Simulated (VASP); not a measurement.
# KMgF3 (P4/mmm) in VASP: further runs, part 2 of 2

VASP 6.6.1. Earlier steps stand in the parts before.

## (4) Single point, PBE

This run uses another cell than the first one, of the same volume but with other edges.

Input file INCAR:

```
SYSTEM = KMgF3
ALGO = Normal
EDIFF = 1E-6
ENCUT = 520
GGA = PE
ISIF = 2
ISMEAR = 0
LASPH = .TRUE.
LCHARG = .TRUE.
LELF = .TRUE.
LREAL = .FALSE.
LVHAR = .TRUE.
LWAVE = .FALSE.
NBANDS = 24
NELM = 100
PREC = Accurate
SIGMA = 0.05
```

Input file KPOINTS:

```
k-points
0
G
  6 6 6
  0 0 0
```

Input file POSCAR:

```
KMgF3
1.0
    3.6521220377      0.0000000000      0.0000000000
    0.0000000000      3.6521220377      0.0000000000
    0.0000000000      0.0000000000      4.7477586490
K Mg F
1 1 3
Direct
    0.5000000000      0.5000000000      0.5000000000
    0.0000000000      0.0000000000      0.0000000000
    0.5000000000      0.0000000000      0.0000000000
    0.0000000000      0.5000000000      0.0000000000
    0.0000000000      0.0000000000      0.5000000000
```

Potentials or basis: VASP PAW PBE potentials, release 64 (K_sv, Mg, F).

Started as:

```console
cat potpaw_PBE.64/K_sv/POTCAR potpaw_PBE.64/Mg/POTCAR potpaw_PBE.64/F/POTCAR > POTCAR
mpirun -np 1 vasp_std > vasp.out
```

OUTCAR:

```text
SYSTEM = KMgF3
   EDIFF = 1E-6
   ENCUT = 520
   GGA = PE
   ISIF = 2
   ISMEAR = 0
   LASPH = .TRUE.
   LREAL = .FALSE.
   NELM = 100
   PREC = Accurate

 ion  position               nearest neighbor table
   1  0.500  0.500  0.500-   5 2.58   5 2.58   5 2.58   5 2.58   2 3.51   2 3.51   2 3.51   2 3.51
                             2 3.51   2 3.51   2 3.51   2 3.51
   2  0.000  0.000  0.000-   3 1.83   4 1.83   4 1.83   3 1.83   5 2.37   5 2.37   1 3.51   1 3.51
                             1 3.51   1 3.51   1 3.51   1 3.51   1 3.51   1 3.51
   3  0.500  0.000  0.000-   2 1.83   2 1.83
   4  0.000  0.500  0.000-   2 1.83   2 1.83
   5  0.000  0.000  0.500-   2 2.37   2 2.37   1 2.58   1 2.58   1 2.58   1 2.58

  LATTYP: Found a simple tetragonal cell.
 ALAT       =     3.6521220377
 C/A-ratio  =     1.3000000000

  Lattice vectors:

 A1 = (   3.6521220377,   0.0000000000,   0.0000000000)
 A2 = (   0.0000000000,   3.6521220377,   0.0000000000)
 A3 = (   0.0000000000,   0.0000000000,   4.7477586490)

Analysis of symmetry for initial positions (statically):
=====================================================================
 Subroutine PRICEL returns:
 Original cell was already a primitive cell.

 Routine SETGRP: Setting up the symmetry group for a
 simple tetragonal supercell.

 Subroutine GETGRP returns: Found 16 space group operations
 (whereof 16 operations were pure point group operations)
 out of a pool of 16 trial point group operations.

The static configuration has the point symmetry D_4h.

Analysis of symmetry for dynamics (positions and initial velocities):
=====================================================================
 Subroutine PRICEL returns:
 Original cell was already a primitive cell.

 Routine SETGRP: Setting up the symmetry group for a
 simple tetragonal supercell.

 Subroutine GETGRP returns: Found 16 space group operations
 (whereof 16 operations were pure point group operations)
 out of a pool of 16 trial point group operations.

The dynamic configuration has the point symmetry D_4h.

 Subroutine INISYM returns: Found 16 space group operations
 (whereof 16 operations are pure point group operations),
 and found     1 'primitive' translations

----------------------------------------------------------------------------------------

                                     Primitive cell

  volume of cell :      63.3256

  direct lattice vectors                    reciprocal lattice vectors
     3.652122038  0.000000000  0.000000000     0.273813413  0.000000000  0.000000000
     0.000000000  3.652122038  0.000000000     0.000000000  0.273813413  0.000000000
     0.000000000  0.000000000  4.747758649     0.000000000  0.000000000  0.210625702

  length of vectors
     3.652122038  3.652122038  4.747758649     0.273813413  0.273813413  0.210625702

  position of ions in fractional coordinates (direct lattice)
     0.500000000  0.500000000  0.500000000
     0.000000000  0.000000000  0.000000000
     0.500000000  0.000000000  0.000000000
     0.000000000  0.500000000  0.000000000
     0.000000000  0.000000000  0.500000000

  ion indices of the primitive-cell ions
   primitive index   ion index
                 1           1
[... 22 lines left out ...]

  Shift w.r.t. Gamma in fractional coordinates (k-lattice)
     0.000000000  0.000000000  0.000000000

 Subroutine IBZKPT returns following result:
 ===========================================

 Found     40 irreducible k-points:

 Following reciprocal coordinates:
            Coordinates               Weight
  0.000000  0.000000  0.000000      1.000000
  0.166667  0.000000  0.000000      4.000000
  0.333333  0.000000  0.000000      4.000000
  0.500000  0.000000  0.000000      2.000000
  0.166667  0.166667  0.000000      4.000000
  0.333333  0.166667  0.000000      8.000000
[... 16 lines left out ...]
  0.333333  0.000000  0.333333      8.000000
  0.500000  0.000000  0.333333      4.000000
 [... further k-points ...]
   k-points           NKPTS =     40   k-points in BZ     NKDIM =     40   number of bands    NBANDS=     24
   number of dos      NEDOS =    301   number of ions     NIONS =      5
   total plane-waves  NPLWV =  28224
   dimension x,y,z NGX =    28 NGY =   28 NGZ =   36
   dimension x,y,z NGXF=    56 NGYF=   56 NGZF=   72
   ions per type =               1   1   3
   NGX,Y,Z   is equivalent  to a cutoff of  12.75, 12.75, 12.61 a.u.
   NGXF,Y,Z  is equivalent  to a cutoff of  25.49, 25.49, 25.21 a.u.
 SYSTEM =  KMgF3
   PREC   = accura    normal or accurate (medium, high low for compatibility)
   ISTART =      0    job   : 0-new  1-cont  2-samecut
   ICHARG =      2    charge: 1-file 2-atom 10-const
   ISPIN  =      1    spin polarized calculation?
   LNONCOLLINEAR =      F non collinear calculations
   LSORBIT =      F    spin-orbit coupling
   LASPH  =      T    aspherical Exc in radial PAW
   ENCUT  =  520.0 eV  38.22 Ry    6.18 a.u.   6.79  6.79  8.83*2*pi/ulx,y,z
   NELM   =    100;   NELMIN=  2; NELMDL= -5     # of ELM steps
   EDIFF  = 0.1E-05   stopping-criterion for ELM
   LREAL  =      F    real-space projection
   EDIFFG = 0.1E-04   stopping-criterion for IOM
   NSW    =      0    number of steps for IOM
   IBRION =     -1    ionic relax: 0-MD 1-quasi-New 2-CG
   NFREE  =      0    steps in history (QN), initial steepest desc. (CG)
   ISIF   =      2    stress and relaxation
   ISYM   =      2    0-nonsym 1-usesym 2-fastsym
   POTIM  = 0.5000    time-step for ionic-motion
   TEBEG  =    0.0;   TEEND  =   0.0 temperature during run
   PSTRESS=    0.0 pullay stress
   NELECT =      32.0000    total number of electrons
   NUPDOWN=      -1.0000    fix difference up-down
   EMIN   =  10.00;   EMAX   =-10.00  energy-range for DOS
   EFERMI =   0.00;   METHOD = LEGACY
   ISMEAR =     0;   SIGMA  =   0.05  broadening in eV -4-tet -1-fermi 0-gaus
   EFERMI_NEDOS =   21; number of points for ismear=-14 and -15
   IALGO  =     38    algorithm
   IMIX   =      4    mixing-type and parameters
     AMIX     =   0.40;   BMIX     =  1.00
     AMIX_MAG =   1.60;   BMIX_MAG =  1.00
  volume/ion in A,a.u.               =      12.67        85.47
  Fermi-wavevector in a.u.,A,eV,Ry     =   1.303962  2.464132 23.134232  1.700318
  Thomas-Fermi vector in A             =   2.434930
   LORBIT       =      0    0 simple, 1 ext, 2 COOP (PROOUT), +10 PAW based schemes
   GGA     = PE    functional components
   LHFCALC =     F    Hartree Fock is set to
   AEXX    =    0.0000 exact exchange contribution
   IVDW    =     0    specifies the selected vdW correction
   LEPSILON=     F    determine dielectric tensor
   LRPA    =     F    only Hartree local field effects (RPA)
 non-spin polarized calculation
 Gauss-broadening in eV      SIGMA  =   0.05
  energy-cutoff  :      520.00
  volume of cell :       63.33
 maximum number of plane-waves:      1728
 NGX is ok and might be reduce to    28

 number of electron      31.9999978 magnetization

 Free energy of the ion-electron system (eV)
  ---------------------------------------------------
  ext. energy  EPLUGINS =         0.00000000
  ---------------------------------------------------
  free energy    TOTEN  =       -23.57641631 eV

  energy without entropy =      -23.57641631  energy(sigma->0) =      -23.57641631

 E-fermi :  -1.1527     XC(G=0):  -9.6366

 val. band max:       -1.3624131149   @ k =   0.5000   0.5000   0.5000
 cond. band min:       5.5452113262   @ k =   0.0000   0.0000   0.0000
 fundamental gap:      6.9076244410
 Fermi energy:        -1.1527129116

 k-point     1 :       0.0000    0.0000    0.0000
  band No.  band energies     occupation
      1     -27.2296      2.00000
      2     -22.2161      2.00000
      3     -21.3680      2.00000
      4     -20.5599      2.00000
      5     -10.8514      2.00000
      6     -10.6118      2.00000
[... 637 lines left out ...]
     23      12.3375      0.00000
     24      14.1845      0.00000

 [... further k-points ...]
[... 5 lines left out ...]
  --------------------------------------------------------------------------------------
  -------------------------------------------------------------------------------------
  Total        7.7048162      7.7048162     -1.8625291      0.0000000      0.0000000      0.0000000
  in kB      194.9367260    194.9367260    -47.1231662      0.0000000      0.0000000      0.0000000
  external PRESSURE =     114.2500953 kB  Pullay stress =       0.0000000 kB

 VOLUME and BASIS-vectors are now :
 -----------------------------------------------------------------------------
  energy-cutoff  :      520.00
  volume of cell :       63.33
      direct lattice vectors                 reciprocal lattice vectors
     3.652122038  0.000000000  0.000000000     0.273813413  0.000000000  0.000000000
     0.000000000  3.652122038  0.000000000     0.000000000  0.273813413  0.000000000
     0.000000000  0.000000000  4.747758649     0.000000000  0.000000000  0.210625702

 POSITION                                       TOTAL-FORCE (eV/Angst)
 -----------------------------------------------------------------------------------
      1.82606      1.82606      2.37388         0.000000      0.000000      0.000000
      0.00000      0.00000      0.00000         0.000000      0.000000      0.000000
      1.82606      0.00000      0.00000         0.000000      0.000000      0.000000
      0.00000      1.82606      0.00000         0.000000      0.000000      0.000000
      0.00000      0.00000      2.37388         0.000000      0.000000      0.000000
 -----------------------------------------------------------------------------------
    total drift:                                0.000000      0.000000     -0.000000

  FREE ENERGIE OF THE ION-ELECTRON SYSTEM (eV)
  ---------------------------------------------------
  free  energy   TOTEN  =       -23.5764163056 eV

  energy  without entropy=      -23.5764163055  energy(sigma->0) =      -23.57641631
```

It used 30 s of CPU time on 1 thread of Intel(R) Xeon(R) Platinum 8488C (Sapphire Rapids), with other jobs on the host.

What came out:

```
Free energy            : -23.5764 eV
Pressure               : 11.4 GPa
Band gap on the k mesh : 6.91 eV, indirect (least direct gap 7.24 eV)
```

Stress tensor (GPa, compression positive):
```
19.49  0.00  0.00
 0.00 19.49  0.00
 0.00  0.00 -4.71
```

## (5) Overview

| cell | gap on the mesh (eV) | pressure (GPa) |
| --- | --- | --- |
| a = 3.551, b = 3.551, c = 5.021 Å, 5 atoms | 6.65 | 17.5 |
| a = 4.208, b = 4.208, c = 3.577 Å, 5 atoms | 7.24 | 6.8 |
| a = 3.652, b = 3.652, c = 4.748 Å, 5 atoms | 6.91 | 11.4 |

Alike in all rows: task single point; level PBE; potentials or basis VASP PAW PBE potentials, release 64 (K_sv, Mg, F); no spin polarisation; k mesh 6 × 6 × 6; cutoff (eV) 520; smearing gaussian 0.05 eV.

Absolute energies hang on the potentials; compare differences alone.
